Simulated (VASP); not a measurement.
# HfN (Fm-3m) in VASP: notebook, part 2 of 2

VASP 6.6.1. Earlier steps stand in the parts before.

**3. Single point, r2SCAN**

POSCAR reads:

```
HfN
1.0
    3.1904660000      0.0000000000      0.0000000000
    1.5952330000      2.7630246059      0.0000000000
    1.5952330000      0.9210082020      2.6050045806
Hf N
1 1
Direct
    0.0000000000      0.0000000000      0.0000000000
    0.5000000000      0.5000000000      0.5000000000
```

INCAR.step1 reads:

```
PREC = Accurate
ENCUT = 520
ISMEAR = -1
SIGMA = 0.3
LREAL = F
LASPH = T
NELM = 80
NBANDS = 14
GGA = PE
ALGO = Normal
EDIFF = 1E-4
LWAVE = T
LCHARG = F
```

INCAR.step2 reads:

```
PREC = Accurate
ENCUT = 520
EDIFF = 1E-6
ISMEAR = -1
SIGMA = 0.3
LREAL = F
LASPH = T
NELM = 80
ALGO = Normal
ISIF = 2
LWAVE = F
LCHARG = T
METAGGA = R2SCAN
LMIXTAU = T
LELF = T
LVHAR = T
NBANDS = 14
ISTART = 1
```

KPOINTS reads:

```
regular mesh
0
Gamma
  7 7 7
```

Potentials or basis: VASP PAW PBE potentials, release 64 (Hf_pv, N).

Launch:

```bash
$ cat potpaw_PBE.64/Hf_pv/POTCAR potpaw_PBE.64/N/POTCAR > POTCAR
$ cp INCAR.step1 INCAR
$ mpirun -np 1 vasp_std > vasp.out
$ cp INCAR.step2 INCAR
$ mpirun -np 1 vasp_std > vasp.out
```

OUTCAR:

```text
PREC = Accurate
   ENCUT = 520
   EDIFF = 1E-6
   ISMEAR = -1
   LREAL = F
   LASPH = T
   NELM = 80
   ISIF = 2
   METAGGA = R2SCAN
   ISTART = 1

 ion  position               nearest neighbor table
   1  0.000  0.000  0.000-   2 2.26   2 2.26   2 2.26   2 2.26   2 2.26   2 2.26
   2  0.500  0.500  0.500-   1 2.26   1 2.26   1 2.26   1 2.26   1 2.26   1 2.26

  LATTYP: Found a face centered cubic cell.
 ALAT       =     4.5120002875

  Lattice vectors:

 A1 = (   3.1904660000,   0.0000000000,   0.0000000000)
 A2 = (   1.5952330000,   2.7630246059,   0.0000000000)
 A3 = (   1.5952330000,   0.9210082020,   2.6050045806)

Analysis of symmetry for initial positions (statically):
=====================================================================
 Subroutine PRICEL returns:
 Original cell was already a primitive cell.

 Routine SETGRP: Setting up the symmetry group for a
 face centered cubic supercell.

 Subroutine GETGRP returns: Found 48 space group operations
 (whereof 48 operations were pure point group operations)
 out of a pool of 48 trial point group operations.

The static configuration has the point symmetry O_h .

Analysis of symmetry for dynamics (positions and initial velocities):
[... 169 lines left out ...]
      8       8.2298      1.53894
      9       8.2298      1.53894
     10       8.2298      1.53894
     11      10.5916      0.00254
     12      10.5916      0.00254
     13      10.6699      0.00196
     14      18.6262      0.00000
[... 309 lines left out ...]
      1     -24.5352      2.00000
      2     -24.5167      2.00000
      3     -24.2237      2.00000
      4      -8.4216      2.00000
      5       1.6109      2.00000
      6       2.5733      2.00000
      7       2.7466      2.00000
      8       9.0085      0.39867
      9      10.6693      0.00196
     10      13.8279      0.00000
     11      14.4264      0.00000
     12      15.3663      0.00000
     13      19.5163      0.00000
     14      19.5964      0.00000

------------------------ aborting loop because EDIFF is reached ----------------------------------------

  FORCE on cell =-STRESS in cart. coord.  units (eV):
  Direction    XX          YY          ZZ          XY          YZ          ZX
  --------------------------------------------------------------------------------------
  -------------------------------------------------------------------------------------
  Total        0.1005153      0.1005153      0.1005153     -0.0000000      0.0000000     -0.0000000
  in kB        7.0128654      7.0128654      7.0128654     -0.0000000      0.0000000     -0.0000000
  external PRESSURE =       7.0128654 kB  Pullay stress =       0.0000000 kB

 VOLUME and BASIS-vectors are now :
 -----------------------------------------------------------------------------
  energy-cutoff  :      520.00
  volume of cell :       22.96
      direct lattice vectors                 reciprocal lattice vectors
     3.190466000  0.000000000  0.000000000     0.313433837 -0.180961110 -0.127958828
     1.595233000  2.763024606  0.000000000     0.000000000  0.361922220 -0.127958828
     1.595233000  0.921008202  2.605004581     0.000000000  0.000000000  0.383876484

 POSITION                                       TOTAL-FORCE (eV/Angst)
 -----------------------------------------------------------------------------------
      0.00000      0.00000      0.00000         0.000000      0.000000      0.000000
      3.19047      1.84202      1.30250        -0.000000     -0.000000      0.000000
 -----------------------------------------------------------------------------------
    total drift:                               -0.000000      0.000000     -0.000000

  FREE ENERGIE OF THE ION-ELECTRON SYSTEM (eV)
  ---------------------------------------------------
  free  energy   TOTEN  =       -58.3112077409 eV

  energy  without entropy=      -58.1349972947  energy(sigma->0) =      -58.22310252
```

OSZICAR.step1:

```text
N       E                     dE             d eps       ncg     rms          rms(c)
DAV:   1     0.364730017870E+02    0.36473E+02   -0.75266E+03   560   0.995E+02
DAV:   2    -0.229277137995E+02   -0.59401E+02   -0.55487E+02   728   0.236E+02
DAV:   3    -0.248264093984E+02   -0.18987E+01   -0.18865E+01   638   0.349E+01
DAV:   4    -0.248338505549E+02   -0.74412E-02   -0.74259E-02   662   0.238E+00
DAV:   5    -0.248339051425E+02   -0.54588E-04   -0.54583E-04   652   0.162E-01    0.495E+01
DAV:   6    -0.219360248910E+02    0.28979E+01   -0.83905E+00   602   0.222E+01    0.420E+01
DAV:   7    -0.218584262798E+02    0.77599E-01   -0.45861E-01   692   0.603E+00    0.267E+01
DAV:   8    -0.218369093984E+02    0.21517E-01   -0.10329E-01   632   0.279E+00    0.598E+00
DAV:   9    -0.218315936999E+02    0.53157E-02   -0.14190E-02   638   0.967E-01    0.194E+00
DAV:  10    -0.218315259156E+02    0.67784E-04   -0.95531E-04   722   0.299E-01
   1 F= -.21831526E+02 E0= -.21740860E+02  d E =-.181332E+00
```

Run time: 45 s. Hardware: 1 thread of Intel Xeon Platinum 8488C (Sapphire Rapids), shared host; peak memory 0.14 GiB.

Results:

```
Free energy : -58.3112 eV
Pressure    : 0.7 GPa
```

Caveat: the PAW data sets were made with another functional, which shifts forces and pressure a little; spin-orbit coupling is left out, which moves the levels of the heavy elements.

**4. Single point, r2SCAN**

POSCAR is that of step 3.

INCAR.step1 reads:

```
PREC = Accurate
ENCUT = 520
ISMEAR = -1
SIGMA = 0.2
LREAL = False
LASPH = True
NELM = 100
NBANDS = 14
GGA = PE
ALGO = Normal
EDIFF = 1E-4
LWAVE = True
LCHARG = False
```

INCAR.step2 reads:

```
PREC = Accurate
ENCUT = 520
EDIFF = 1E-6
ISMEAR = -1
SIGMA = 0.2
LREAL = False
LASPH = True
NELM = 100
ALGO = Normal
ISIF = 2
LWAVE = False
LCHARG = False
METAGGA = R2SCAN
LMIXTAU = True
NBANDS = 14
ISTART = 1
```

KPOINTS is that of step 3.

Launch:

```bash
$ cat potpaw_PBE.64/Hf_pv/POTCAR potpaw_PBE.64/N/POTCAR > POTCAR
$ cp INCAR.step1 INCAR
$ mpirun -np 1 vasp_std > vasp.out
$ cp INCAR.step2 INCAR
$ mpirun -np 1 vasp_std > vasp.out
```

Wall time 24 s (1 thread of Intel Xeon Platinum 8488C (Sapphire Rapids), shared host); peak memory 0.14 GiB.

It converged, with:

* Free energy: -58.2608 eV
* Pressure: 0.4 GPa

Levels at points of the mesh, in eV from the Fermi level:
```csv
k point,band 4,band 5,band 6,band 7,band 8,band 9,band 10,band 11,band 12,band 13
"(0.00, 0.00, 0.00)",-18.82,-3.53,-3.53,-3.53,-0.43,-0.43,-0.43,1.93,1.93,2.01
```

Caveat: the PAW data sets were made with another functional, which shifts forces and pressure a little; spin-orbit coupling is left out, which moves the levels of the heavy elements.

**5. Single point, r2SCAN**

POSCAR is that of step 4.

INCAR.step1 reads:

```
PREC     = Accurate       # precision mode
ENCUT    = 520            # plane-wave cutoff, eV
ISMEAR   = -1             # smearing method
SIGMA    = 0.1            # smearing width, eV
LREAL    = F              # projectors in reciprocal space
LASPH    = T              # aspherical terms in the spheres
NELM     = 80             # most SCF steps
NBANDS   = 14             # bands
GGA      = PE             # functional
ALGO     = Normal         # electronic algorithm
EDIFF    = 1E-4           # SCF threshold, eV
LWAVE    = T              # write WAVECAR
LCHARG   = F              # write CHGCAR
```

INCAR.step2 reads:

```
PREC     = Accurate       # precision mode
ENCUT    = 520            # plane-wave cutoff, eV
EDIFF    = 1E-6           # SCF threshold, eV
ISMEAR   = -1             # smearing method
SIGMA    = 0.1            # smearing width, eV
LREAL    = F              # projectors in reciprocal space
LASPH    = T              # aspherical terms in the spheres
NELM     = 80             # most SCF steps
ALGO     = Normal         # electronic algorithm
ISIF     = 2              # what is computed and relaxed
LWAVE    = F              # write WAVECAR
LCHARG   = F              # write CHGCAR
METAGGA  = R2SCAN         # meta-GGA
LMIXTAU  = T            
NBANDS   = 14             # bands
ISTART   = 1
```

KPOINTS reads:

```
Automatic mesh
0
Gamma
  7 7 7
```

Launch:

```bash
$ cat potpaw_PBE.64/Hf_pv/POTCAR potpaw_PBE.64/N/POTCAR > POTCAR
$ cp INCAR.step1 INCAR
$ mpirun -np 1 vasp_std > vasp.out
$ cp INCAR.step2 INCAR
$ mpirun -np 1 vasp_std > vasp.out
```

It took 32 s on 1 thread of Intel Xeon Platinum 8488C (Sapphire Rapids), shared host; peak memory 0.14 GiB.

Results (log left out):

```
Free energy : -58.2281 eV
Pressure    : 0.2 GPa
```

Levels at points of the mesh, in eV from the Fermi level:
| k point | band 5 | band 6 | band 7 | band 8 | band 9 | band 10 | band 11 | band 12 |
| --- | --- | --- | --- | --- | --- | --- | --- | --- |
| (0.00, 0.00, 0.00) | -3.63 | -3.63 | -3.63 | -0.53 | -0.53 | -0.53 | 1.83 | 1.83 |

Caveat: the PAW data sets were made with another functional, which shifts forces and pressure a little; spin-orbit coupling is left out, which moves the levels of the heavy elements.

**6. Overview**

| smearing | gap on the mesh (eV) | pressure (GPa) |
| --- | --- | --- |
| fermi-dirac 0.5 eV | none | 1.8 |
| fermi-dirac 0.3 eV | none | 0.7 |
| fermi-dirac 0.2 eV | none | 0.4 |
| fermi-dirac 0.1 eV | none | 0.2 |

Alike in all rows: task single point; level r2SCAN; potentials or basis VASP PAW PBE potentials, release 64 (Hf_pv, N); no spin polarisation; cell as given; k mesh 7 × 7 × 7; cutoff (eV) 520.

Every run on the cell as given and a fine mesh finds a metal.

Caveats: the PAW data sets were made with another functional, which shifts forces and pressure a little; spin-orbit coupling is left out, which moves the levels of the heavy elements.

Absolute energies hang on the potentials; compare differences alone.
